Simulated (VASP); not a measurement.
# HfH3F (P4mm) in VASP: relaxation of cell and atoms with PBE

Aim: the relaxation of cell and atoms of HfH3F with PBE.

Everything below comes from runs of VASP 6.6.1. Logs are shortened: lines on timing, memory, paths and dates and some standing lists are left out, and cuts for length are marked.

## Step 1: The cell of the first run

The structure is tetragonal, space group P4mm (No. 99). Conventional cell: a = 3.546 Å, b = 3.546 Å, c = 3.774 Å, α = 90.00°, β = 90.00°, γ = 90.00°. Within 2.2 Å of Hf (site symmetry 4mm) lie 6 H at 1.60 to 2.17 Å. Within 2.2 Å of H (site symmetry 4mm) lie 2 Hf at 1.60 to 2.17 Å. Within 2.4 Å of H (site symmetry 2mm) lie 2 Hf at 1.80 Å and 2 F at 2.29 Å. F (site symmetry 4mm) has 12 H at 2.29 to 2.92 Å and 4 Hf at 3.05 Å within 3.1 Å.

The cell was built from a structure type or drawn by symmetry, and may not be a known phase.

## Step 2: Relaxation of cell and atoms, PBE

INCAR

```
PREC = Accurate
ENCUT = 600
EDIFF = 1E-7
ISMEAR = 0
SIGMA = 0.15
LREAL = False
LASPH = True
NELM = 120
ALGO = Normal
ISIF = 3
LWAVE = False
LCHARG = False
GGA = PE
IBRION = 2
NSW = 36
EDIFFG = -0.08
GGA_COMPAT = False
NELMIN = 4
```

KPOINTS

```
regular mesh
0
Gamma
  3 3 3
```

POSCAR

```
HfH3F
1.0
    3.5457895500      0.0000000000      0.0000000000
    0.0000000000      3.5457895500      0.0000000000
    0.0000000000      0.0000000000      3.7737669400
Hf H F
1 3 1
Direct
    0.5000000000      0.5000000000      0.5382000200
    0.5000000000      0.5000000000      0.1130000000
    0.5000000000      0.0000000000      0.6150000100
    0.0000000000      0.5000000000      0.6150000100
    0.0000000000      0.0000000000      0.0000000000
```

Potentials or basis: VASP PAW PBE potentials, release 64 (Hf_pv, H, F).

Started as:

```bash
> cat potpaw_PBE.64/Hf_pv/POTCAR potpaw_PBE.64/H/POTCAR potpaw_PBE.64/F/POTCAR > POTCAR
> mpirun -np 1 vasp_std > vasp.out
```

OUTCAR:

```text
PREC = Accurate
   ENCUT = 600
   EDIFF = 1E-7
   ISMEAR = 0
   LREAL = False
   LASPH = True
   NELM = 120
   ISIF = 3
   GGA = PE
   IBRION = 2
   NSW = 36
   EDIFFG = -0.08
   NELMIN = 4

 ion  position               nearest neighbor table
   1  0.500  0.500  0.538-   2 1.60   3 1.80   4 1.80   3 1.80   4 1.80   2 2.17
   2  0.500  0.500  0.113-   1 1.60   1 2.17
   3  0.500  0.000  0.615-   1 1.80   1 1.80
   4  0.000  0.500  0.615-   1 1.80   1 1.80
   5  0.000  0.000  0.000-

  LATTYP: Found a simple tetragonal cell.
 ALAT       =     3.5457895500
 C/A-ratio  =     1.0642952400

  Lattice vectors:

 A1 = (   3.5457895500,   0.0000000000,   0.0000000000)
 A2 = (   0.0000000000,   3.5457895500,   0.0000000000)
 A3 = (   0.0000000000,   0.0000000000,   3.7737669400)

Analysis of symmetry for initial positions (statically):
=====================================================================
 Subroutine PRICEL returns:
 Original cell was already a primitive cell.

 Routine SETGRP: Setting up the symmetry group for a
 simple tetragonal supercell.

 Subroutine GETGRP returns: Found  8 space group operations
 (whereof  8 operations were pure point group operations)
 out of a pool of 16 trial point group operations.

The static configuration has the point symmetry C_4v.

Analysis of symmetry for dynamics (positions and initial velocities):
=====================================================================
 Subroutine PRICEL returns:
 Original cell was already a primitive cell.

 Routine SETGRP: Setting up the symmetry group for a
 simple tetragonal supercell.

 Subroutine GETGRP returns: Found  8 space group operations
 (whereof  8 operations were pure point group operations)
 out of a pool of 16 trial point group operations.

The dynamic configuration has the point symmetry C_4v.

 Subroutine INISYM returns: Found  8 space group operations
 (whereof  8 operations are pure point group operations),
 and found     1 'primitive' translations

----------------------------------------------------------------------------------------

                                     Primitive cell

  volume of cell :      47.4462

  direct lattice vectors                    reciprocal lattice vectors
     3.545789550  0.000000000  0.000000000     0.282024634  0.000000000  0.000000000
     0.000000000  3.545789550  0.000000000     0.000000000  0.282024634  0.000000000
     0.000000000  0.000000000  3.773766940     0.000000000  0.000000000  0.264987217

  length of vectors
     3.545789550  3.545789550  3.773766940     0.282024634  0.282024634  0.264987217

  position of ions in fractional coordinates (direct lattice)
     0.500000000  0.500000000  0.538200020
     0.500000000  0.500000000  0.113000000
     0.500000000  0.000000000  0.615000010
     0.000000000  0.500000000  0.615000010
     0.000000000  0.000000000  0.000000000

  ion indices of the primitive-cell ions
   primitive index   ion index
                 1           1
                 2           2
                 3           3
                 4           4
                 5           5

----------------------------------------------------------------------------------------

 KPOINTS: regular mesh

Automatic generation of k-mesh.
 Grid dimensions read from file:
 generate k-points for:    3    3    3

 Generating k-lattice:

  Cartesian coordinates                     Fractional coordinates (reciprocal lattice)
     0.094008211  0.000000000  0.000000000     0.333333333  0.000000000  0.000000000
     0.000000000  0.094008211  0.000000000     0.000000000  0.333333333  0.000000000
     0.000000000  0.000000000  0.088329072     0.000000000  0.000000000  0.333333333

  Length of vectors
     0.094008211  0.094008211  0.088329072

  Shift w.r.t. Gamma in fractional coordinates (k-lattice)
     0.000000000  0.000000000  0.000000000

 Subroutine IBZKPT returns following result:
 ===========================================

 Found      6 irreducible k-points:

 Following reciprocal coordinates:
            Coordinates               Weight
  0.000000  0.000000  0.000000      1.000000
  0.333333  0.000000  0.000000      4.000000
  0.333333  0.333333  0.000000      4.000000
  0.000000  0.000000  0.333333      2.000000
  0.333333  0.000000  0.333333      8.000000
  0.333333  0.333333  0.333333      8.000000
   k-points           NKPTS =      6   k-points in BZ     NKDIM =      6   number of bands    NBANDS=     14
   number of dos      NEDOS =    301   number of ions     NIONS =      5
   total plane-waves  NPLWV =  23520
   dimension x,y,z NGX =    28 NGY =   28 NGZ =   30
   dimension x,y,z NGXF=    56 NGYF=   56 NGZF=   60
   ions per type =               1   3   1
   NGX,Y,Z   is equivalent  to a cutoff of  13.13, 13.13, 13.22 a.u.
   NGXF,Y,Z  is equivalent  to a cutoff of  26.26, 26.26, 26.43 a.u.
 SYSTEM =  unknown system
   PREC   = accura    normal or accurate (medium, high low for compatibility)
   ISTART =      0    job   : 0-new  1-cont  2-samecut
   ICHARG =      2    charge: 1-file 2-atom 10-const
   ISPIN  =      1    spin polarized calculation?
   LNONCOLLINEAR =      F non collinear calculations
   LSORBIT =      F    spin-orbit coupling
   LASPH  =      T    aspherical Exc in radial PAW
   ENCUT  =  600.0 eV  44.10 Ry    6.64 a.u.   7.08  7.08  7.54*2*pi/ulx,y,z
   NELM   =    120;   NELMIN=  4; NELMDL= -5     # of ELM steps
   EDIFF  = 0.1E-06   stopping-criterion for ELM
   LREAL  =      F    real-space projection
   EDIFFG = -.8E-01   stopping-criterion for IOM
   NSW    =     36    number of steps for IOM
   IBRION =      2    ionic relax: 0-MD 1-quasi-New 2-CG
   NFREE  =      1    steps in history (QN), initial steepest desc. (CG)
   ISIF   =      3    stress and relaxation
   ISYM   =      2    0-nonsym 1-usesym 2-fastsym
   POTIM  = 0.5000    time-step for ionic-motion
   TEBEG  =    0.0;   TEEND  =   0.0 temperature during run
   PSTRESS=    0.0 pullay stress
   NELECT =      20.0000    total number of electrons
   NUPDOWN=      -1.0000    fix difference up-down
   EMIN   =  10.00;   EMAX   =-10.00  energy-range for DOS
   EFERMI =   0.00;   METHOD = LEGACY
   ISMEAR =     0;   SIGMA  =   0.15  broadening in eV -4-tet -1-fermi 0-gaus
   EFERMI_NEDOS =   21; number of points for ismear=-14 and -15
   IALGO  =     38    algorithm
   IMIX   =      4    mixing-type and parameters
     AMIX     =   0.40;   BMIX     =  1.00
     AMIX_MAG =   1.60;   BMIX_MAG =  1.00
  volume/ion in A,a.u.               =       9.49        64.04
  Fermi-wavevector in a.u.,A,eV,Ry     =   1.227490  2.319619 20.500317  1.506731
  Thomas-Fermi vector in A             =   2.362451
   LORBIT       =      0    0 simple, 1 ext, 2 COOP (PROOUT), +10 PAW based schemes
   GGA     = PE    functional components
   LHFCALC =     F    Hartree Fock is set to
   AEXX    =    0.0000 exact exchange contribution
   IVDW    =     0    specifies the selected vdW correction
   LEPSILON=     F    determine dielectric tensor
   LRPA    =     F    only Hartree local field effects (RPA)
 conjugate gradient relaxation of ions
 non-spin polarized calculation
 Gauss-broadening in eV      SIGMA  =   0.15
  energy-cutoff  :      600.00
  volume of cell :       47.45
 maximum number of plane-waves:      1591
   NGX = 15   NGY = 15   NGZ = 15

--------------------------------------- Ionic step        1  -------------------------------------------

 number of electron      20.0000017 magnetization

 Free energy of the ion-electron system (eV)
  ---------------------------------------------------
  ext. energy  EPLUGINS =         0.00000000
  ---------------------------------------------------
  free energy    TOTEN  =       -23.47100225 eV

  energy without entropy =      -23.47100225  energy(sigma->0) =      -23.47100225

------------------------ aborting loop because EDIFF is reached ----------------------------------------

  FORCE on cell =-STRESS in cart. coord.  units (eV):
  Direction    XX          YY          ZZ          XY          YZ          ZX
  --------------------------------------------------------------------------------------
  -------------------------------------------------------------------------------------
  Total        4.3041537      4.3041537      3.5644363      0.0000000      0.0000000      0.0000000
  in kB      145.3440851    145.3440851    120.3650661      0.0000000      0.0000000      0.0000000
  external PRESSURE =     137.0177454 kB  Pullay stress =       0.0000000 kB
[... 414 lines left out ...]
 k-point     6 :       0.3333    0.3333    0.3333
  band No.  band energies     occupation
      1     -27.7964      2.00000
      2     -27.7554      2.00000
      3     -27.4184      2.00000
      4     -21.3617      2.00000
      5      -4.0628      2.00000
      6      -3.6814      2.00000
      7      -3.1239      2.00000
      8      -1.0680      2.00000
      9       0.0642      2.00000
     10       1.6261      2.00000
     11       5.8420      0.00000
     12       6.7184      0.00000
     13       7.3722      0.00000
     14       8.6099      0.00000

[... ionic steps 4 to 29 ...]

--------------------------------------- Ionic step       30  -------------------------------------------

 number of electron      19.9999997 magnetization

------------------------ aborting loop because EDIFF is reached ----------------------------------------

  FORCE on cell =-STRESS in cart. coord.  units (eV):
  Direction    XX          YY          ZZ          XY          YZ          ZX
  --------------------------------------------------------------------------------------
  -------------------------------------------------------------------------------------
  Total        0.3275270      0.3275270     -0.1640998      0.0000000      0.0000000      0.0000000
  in kB       12.5206052     12.5206052     -6.2731566      0.0000000      0.0000000      0.0000000
  external PRESSURE =       6.2560180 kB  Pullay stress =       0.0000000 kB
[... 63 lines left out ...]
  energy  without entropy=      -26.3825113174  energy(sigma->0) =      -26.38251132

--------------------------------------- Ionic step       32  -------------------------------------------

 number of electron      20.0000002 magnetization

 Free energy of the ion-electron system (eV)
  ---------------------------------------------------
  ext. energy  EPLUGINS =         0.00000000
  ---------------------------------------------------
  free energy    TOTEN  =       -26.38352168 eV

  energy without entropy =      -26.38352168  energy(sigma->0) =      -26.38352168

 E-fermi :   2.3745     XC(G=0): -10.4400

 val. band max:        1.5869174339   @ k =   0.3333   0.0000   0.3333
 cond. band min:       4.9246126430   @ k =   0.3333   0.0000   0.3333
 fundamental gap:      3.3376952091
 Fermi energy:         2.3745101318

 k-point     1 :       0.0000    0.0000    0.0000
  band No.  band energies     occupation
      1     -28.2025      2.00000
      2     -28.2025      2.00000
      3     -28.1414      2.00000
      4     -21.8409      2.00000
      5      -4.7690      2.00000
      6      -3.5916      2.00000
      7      -3.2990      2.00000
      8      -3.2990      2.00000
      9      -1.0815      2.00000
     10       1.3074      2.00000
     11       6.3327      0.00000
     12       6.3327      0.00000
[... 117 lines left out ...]
  FREE ENERGIE OF THE ION-ELECTRON SYSTEM (eV)
  ---------------------------------------------------
  free  energy   TOTEN  =       -26.3835216831 eV

  energy  without entropy=      -26.3835216831  energy(sigma->0) =      -26.38352168

 reached required accuracy - stopping structural energy minimisation
```

Run time: 1.8 min. Hardware: 1 thread of AMD EPYC 9R45 (Zen 5), shared host; peak memory 0.13 GiB.

Results:

```
Free energy                           : -26.3835 eV
Relaxed volume                        : 8.47 Å³/atom
Relaxed cell                          : a = 3.262 Å, b = 3.262 Å, c = 3.978 Å, α = 90.00°, β = 90.00°, γ = 90.00°
Space group after relaxing (to 0.1 Å) : P4mm (No. 99)
Energy gained by relaxing             : 582.5 meV/atom
Ionic steps                           : 32
Pressure after relaxing               : -0.4 GPa
Largest force after relaxing          : 0.072 eV/Å
Band gap on the k mesh                : 3.34 eV
```

Forces on the atoms (eV/Å):
```
Hf   0.000  0.000 -0.027
H    0.000  0.000 -0.035
H    0.000  0.000 -0.005
H    0.000  0.000 -0.005
F    0.000  0.000  0.072
```

Step by step:
| step | energy change (eV) | largest force (eV/Å) | pressure (GPa) | volume (Å³) |
| --- | --- | --- | --- | --- |
| 1 | 0.0000 | 4.2243 | 13.70 | 47.45 |
| 2 | -0.6510 | 0.9546 | -0.87 | 53.24 |
| 3 | -0.6725 | 0.3859 | 0.60 | 52.00 |
| 4 | -0.6729 | 0.4035 | 0.37 | 52.16 |
| 5 | -0.7722 | 0.6771 | -0.94 | 52.81 |
| 6 | -0.7767 | 0.7727 | -1.16 | 52.96 |
| 7 | -0.8167 | 0.3921 | -0.66 | 52.51 |
| 8 | -0.8303 | 1.0067 | 0.06 | 52.04 |
| 9 | -0.8563 | 1.1138 | 0.34 | 51.82 |
| 10 | -0.9432 | 1.4519 | 0.94 | 51.18 |
| 11 | -1.1623 | 2.0454 | 1.03 | 49.90 |
| 12 | -1.6104 | 2.0368 | -2.53 | 47.39 |
| 13 | -0.3760 | 3.1953 | -7.88 | 42.59 |
| 14 | -1.6621 | 2.3029 | -4.03 | 46.63 |
| 15 | -1.6959 | 2.3661 | -4.51 | 46.32 |
| 16 | -1.7553 | 2.5162 | -5.91 | 45.39 |
| 17 | -1.7590 | 2.5534 | -6.35 | 45.08 |
| 18 | -1.8301 | 2.5358 | -6.15 | 44.66 |
| 19 | -2.0326 | 2.4317 | -5.38 | 43.40 |
| 20 | -2.3562 | 1.9619 | -2.78 | 40.91 |
| 21 | -2.2868 | 3.0403 | 11.04 | 36.13 |
| 22 | -2.4793 | 1.4385 | 0.65 | 39.07 |
| 23 | -2.4860 | 1.6914 | 2.07 | 38.53 |
| 24 | -2.6306 | 0.9162 | 3.34 | 38.55 |
| 25 | -2.7235 | 0.9770 | 6.53 | 38.58 |
| 26 | -2.8268 | 0.6004 | 3.36 | 39.71 |
| 27 | -2.8865 | 0.3356 | -0.35 | 41.54 |
| 28 | -2.8868 | 0.3642 | -0.54 | 41.65 |
| 29 | -2.9014 | 0.2507 | 0.06 | 41.79 |
| 30 | -2.9055 | 0.2596 | 0.63 | 41.91 |
| 31 | -2.9115 | 0.1144 | -0.04 | 42.17 |
| 32 | -2.9125 | 0.0720 | -0.42 | 42.34 |

Final structure:
```cif
data_structure
_symmetry_space_group_name_H-M 'P 1'
_symmetry_Int_Tables_number 1
_cell_length_a 3.2623
_cell_length_b 3.2623
_cell_length_c 3.9779
_cell_angle_alpha 90.000
_cell_angle_beta 90.000
_cell_angle_gamma 90.000
_cell_volume 42.34
loop_
_atom_site_label
_atom_site_type_symbol
_atom_site_fract_x
_atom_site_fract_y
_atom_site_fract_z
_atom_site_occupancy
Hf1 Hf 0.50000 0.50000 0.73530 1
H1 H 0.50000 0.50000 0.23661 1
H2 H 0.50000 0.00000 0.48711 1
H3 H 0.00000 0.50000 0.48711 1
F1 F 0.00000 0.00000 0.93508 1
```

Caveat: the k points lie up to 0.64 Å⁻¹ apart in the final cell; spin-orbit coupling is left out, which moves the levels of the heavy elements; an odd mesh through Γ misses points on the zone boundary, where band edges can lie; the relaxation stopped at a loose force limit of 0.08 eV/Å, so its end isn't a converged minimum.
